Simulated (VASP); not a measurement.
# CdO (Fm-3m) in VASP: density of states with PBE

Aim: the density of states of CdO with PBE.

Everything below comes from runs of VASP 6.6.1. Logs are shortened: lines on timing, memory, paths and dates and some standing lists are left out, and cuts for length are marked.

## 1. The cell of the first run

The structure is cubic, space group Fm-3m (No. 225). The conventional cell has a = 4.718 Å, b = 4.718 Å, c = 4.718 Å, α = 90.00°, β = 90.00°, γ = 90.00°. Within 3.1 Å of Cd (site symmetry m-3m) lie 6 O at 2.36 Å. Within 3.1 Å of O (site symmetry m-3m) lie 6 Cd at 2.36 Å.

## 2. Density of states, PBE

Input file POSCAR:

```
CdO
1.0
    0.0000000000      2.3591184600      2.3591184600
    2.3591184600      0.0000000000      2.3591184600
    2.3591184600      2.3591184600      0.0000000000
Cd O
1 1
Direct
    0.0000000000      0.0000000000      0.0000000000
    0.5000000000      0.5000000000      0.5000000000
```

Input file INCAR.step1:

```
SYSTEM = CdO
ALGO = Normal
EDIFF = 1E-6
ENCUT = 520
GGA = PE
GGA_COMPAT = .FALSE.
ISIF = 2
ISMEAR = -1
LASPH = .TRUE.
LCHARG = .TRUE.
LORBIT = 11
LREAL = .FALSE.
LWAVE = .FALSE.
NBANDS = 16
NEDOS = 2001
NELM = 120
PREC = Accurate
SIGMA = 0.1
```

Input file KPOINTS.step1:

```
k-points
0
G
  12 12 12
  0 0 0
```

Input file INCAR.step2:

```
SYSTEM = CdO
ALGO = Normal
EDIFF = 1E-6
ENCUT = 520
GGA = PE
GGA_COMPAT = .FALSE.
ICHARG = 11
ISIF = 2
ISMEAR = -5
LASPH = .TRUE.
LCHARG = .FALSE.
LORBIT = 10
LREAL = .FALSE.
LWAVE = .FALSE.
NEDOS = 2001
NELM = 120
PREC = Accurate
SIGMA = 0.1
```

Input file KPOINTS.step2:

```
k-points
0
G
  18 18 18
  0 0 0
```

Potentials or basis: VASP PAW PBE potentials, release 64 (Cd, O).

On the command line:

```sh
> cat potpaw_PBE.64/Cd/POTCAR potpaw_PBE.64/O/POTCAR > POTCAR
> cp INCAR.step1 INCAR
> cp KPOINTS.step1 KPOINTS
> mpirun -np 1 vasp_std > vasp.out
> cp INCAR.step2 INCAR
> cp KPOINTS.step2 KPOINTS
> mpirun -np 1 vasp_std > vasp.out
```

OUTCAR:

```text
SYSTEM = CdO
   EDIFF = 1E-6
   ENCUT = 520
   GGA = PE
   ICHARG = 11
   ISIF = 2
   ISMEAR = -5
   LASPH = .TRUE.
   LORBIT = 10
   LREAL = .FALSE.
   NELM = 120
   PREC = Accurate

 ion  position               nearest neighbor table
   1  0.000  0.000  0.000-   2 2.36   2 2.36   2 2.36   2 2.36   2 2.36   2 2.36
   2  0.500  0.500  0.500-   1 2.36   1 2.36   1 2.36   1 2.36   1 2.36   1 2.36

  LATTYP: Found a face centered cubic cell.
 ALAT       =     4.7182369200

  Lattice vectors:

 A1 = (   0.0000000000,   2.3591184600,   2.3591184600)
 A2 = (   2.3591184600,   0.0000000000,   2.3591184600)
 A3 = (   2.3591184600,   2.3591184600,   0.0000000000)

Analysis of symmetry for initial positions (statically):
=====================================================================
 Subroutine PRICEL returns:
 Original cell was already a primitive cell.

 Routine SETGRP: Setting up the symmetry group for a
 face centered cubic supercell.

 Subroutine GETGRP returns: Found 48 space group operations
 (whereof 48 operations were pure point group operations)
 out of a pool of 48 trial point group operations.

The static configuration has the point symmetry O_h .

Analysis of symmetry for dynamics (positions and initial velocities):
=====================================================================
 Subroutine PRICEL returns:
 Original cell was already a primitive cell.

 Routine SETGRP: Setting up the symmetry group for a
 face centered cubic supercell.

 Subroutine GETGRP returns: Found 48 space group operations
 (whereof 48 operations were pure point group operations)
 out of a pool of 48 trial point group operations.

The dynamic configuration has the point symmetry O_h .

 Subroutine INISYM returns: Found 48 space group operations
 (whereof 48 operations are pure point group operations),
 and found     1 'primitive' translations

----------------------------------------------------------------------------------------

                                     Primitive cell

  volume of cell :      26.2591

  direct lattice vectors                    reciprocal lattice vectors
     0.000000000  2.359118460  2.359118460    -0.211943575  0.211943575  0.211943575
     2.359118460  0.000000000  2.359118460     0.211943575 -0.211943575  0.211943575
     2.359118460  2.359118460  0.000000000     0.211943575  0.211943575 -0.211943575

  length of vectors
     3.336297321  3.336297321  3.336297321     0.367097040  0.367097040  0.367097040

  position of ions in fractional coordinates (direct lattice)
     0.000000000  0.000000000  0.000000000
     0.500000000  0.500000000  0.500000000
[... 99 lines left out ...]
     AMIX_MAG =   1.60;   BMIX_MAG =  1.00
  volume/ion in A,a.u.               =      13.13        88.60
  Fermi-wavevector in a.u.,A,eV,Ry     =   1.443464  2.727751 28.348935  2.083588
  Thomas-Fermi vector in A             =   2.561869
   LORBIT       =     10    0 simple, 1 ext, 2 COOP (PROOUT), +10 PAW based schemes
   GGA     = PE    functional components
   LHFCALC =     F    Hartree Fock is set to
   AEXX    =    0.0000 exact exchange contribution
   IVDW    =     0    specifies the selected vdW correction
   LEPSILON=     F    determine dielectric tensor
   LRPA    =     F    only Hartree local field effects (RPA)
 non-spin polarized calculation
 Fermi weights with tetrahedron method with Bloechl corrections
  energy-cutoff  :      520.00
  volume of cell :       26.26
 maximum number of plane-waves:       725
 NGX is ok and might be reduce to    28

 number of electron      18.0000000 magnetization

 Free energy of the ion-electron system (eV)
  ---------------------------------------------------
  ext. energy  EPLUGINS =         0.00000000
  ---------------------------------------------------
  free energy    TOTEN  =        -7.70983983 eV

  energy without entropy =       -7.70983983  energy(sigma->0) =       -7.70983983

 E-fermi :   1.9014     XC(G=0): -11.6302

 val. band max:        1.9197062196   @ k =   0.5000   0.0000   0.0000
 cond. band min:       1.9197063958   @ k =   0.5000   0.0000   0.0000
 fundamental gap:      0.0000001762
 Fermi energy:         1.9013798522

 k-point     1 :       0.0000    0.0000    0.0000
  band No.  band energies     occupation
      1     -15.3559      2.00000
      2      -4.7549      2.00000
      3      -4.7549      2.00000
      4      -4.7549      2.00000
      5      -4.4703      2.00000
      6      -4.4703      2.00000
      7       0.6385      2.00000
      8       0.6385      2.00000
      9       0.6385      2.00000
     10       1.4719      3.12679
     11      16.8961      0.00000
     12      18.8736      0.00000
     13      18.8736      0.00000
[... 354 lines left out ...]
  band No.  band energies     occupation
      1     -15.0019      2.00000
      2      -5.0482      2.00000
      3      -4.9814      2.00000
      4      -4.9176      2.00000
      5      -4.5270      2.00000
      6      -4.4059      2.00000
      7      -1.4013      2.00000
      8       0.9801      2.00000
      9       1.4316      2.00000
     10       4.5313      0.00000
     11      12.3308      0.00000
     12      15.1753      0.00000
     13      16.0301      0.00000

 [... further k-points ...]

------------------------ aborting loop because EDIFF is reached ----------------------------------------

  FORCE on cell =-STRESS in cart. coord.  units (eV):
  Direction    XX          YY          ZZ          XY          YZ          ZX
  --------------------------------------------------------------------------------------
  -------------------------------------------------------------------------------------
  Total        0.9597998      0.9597998      0.9597998      0.0000000      0.0000000      0.0000000
  in kB       58.5614739     58.5614739     58.5614739      0.0000000      0.0000000      0.0000000
  external PRESSURE =      58.5614739 kB  Pullay stress =       0.0000000 kB

 VOLUME and BASIS-vectors are now :
 -----------------------------------------------------------------------------
  energy-cutoff  :      520.00
  volume of cell :       26.26
      direct lattice vectors                 reciprocal lattice vectors
     0.000000000  2.359118460  2.359118460    -0.211943575  0.211943575  0.211943575
     2.359118460  0.000000000  2.359118460     0.211943575 -0.211943575  0.211943575
     2.359118460  2.359118460  0.000000000     0.211943575  0.211943575 -0.211943575

 POSITION                                       TOTAL-FORCE (eV/Angst)
 -----------------------------------------------------------------------------------
      0.00000      0.00000      0.00000         0.000000      0.000000      0.000000
      2.35912      2.35912      2.35912        -0.000000     -0.000000     -0.000000
 -----------------------------------------------------------------------------------
    total drift:                                0.000000      0.000000      0.000000

  FREE ENERGIE OF THE ION-ELECTRON SYSTEM (eV)
  ---------------------------------------------------
  free  energy   TOTEN  =        -7.7098398312 eV

  energy  without entropy=       -7.7098398312  energy(sigma->0) =       -7.70983983

 total charge

# of ion       s       p       d       tot
------------------------------------------
    1        0.334   0.252   9.651  10.237
    2        1.574   3.356   0.000   4.930
--------------------------------------------------
tot          1.907   3.608   9.651  15.166
```

OUTCAR.step1:

```text
SYSTEM = CdO
   EDIFF = 1E-6
   ENCUT = 520
   GGA = PE
   ISIF = 2
   ISMEAR = -1
   LASPH = .TRUE.
   LORBIT = 11
[... 680 lines left out ...]
    total drift:                                0.000000      0.000000      0.000000

  FREE ENERGIE OF THE ION-ELECTRON SYSTEM (eV)
  ---------------------------------------------------
  free  energy   TOTEN  =        -7.7109423285 eV

  energy  without entropy=       -7.7076100799  energy(sigma->0) =       -7.70927620

 total charge

# of ion       s       p       d       tot
------------------------------------------
    1        0.335   0.252   9.650  10.237
    2        1.574   3.354   0.000   4.929
--------------------------------------------------
tot          1.909   3.607   9.650  15.166
```

Run time: 32 s. Hardware: 1 thread of Intel Xeon 6975P-C (Granite Rapids), shared host; peak memory 0.2 GiB.

Results:

```yaml
Valence_electrons_inside_the_program's_atomic_spheres: Cd 10.24; O 4.93
```

Levels at points of the mesh, in eV from the Fermi level:
```tsv
k point	band 6	band 7	band 8	band 9	band 10	band 11	band 12	band 13
(0.00, 0.00, 0.00)	-6.37	-1.26	-1.26	-1.26	-0.43	14.99	16.97	16.97
(0.50, 0.00, 0.00)	-6.12	-3.76	0.02	0.02	4.46	7.25	11.92	11.92
(0.50, 0.50, 0.00)	-5.70	-4.22	-2.22	-2.22	3.86	8.53	11.20	13.28
```

Caveat: tetrahedron occupations give inexact forces and stress in metals.
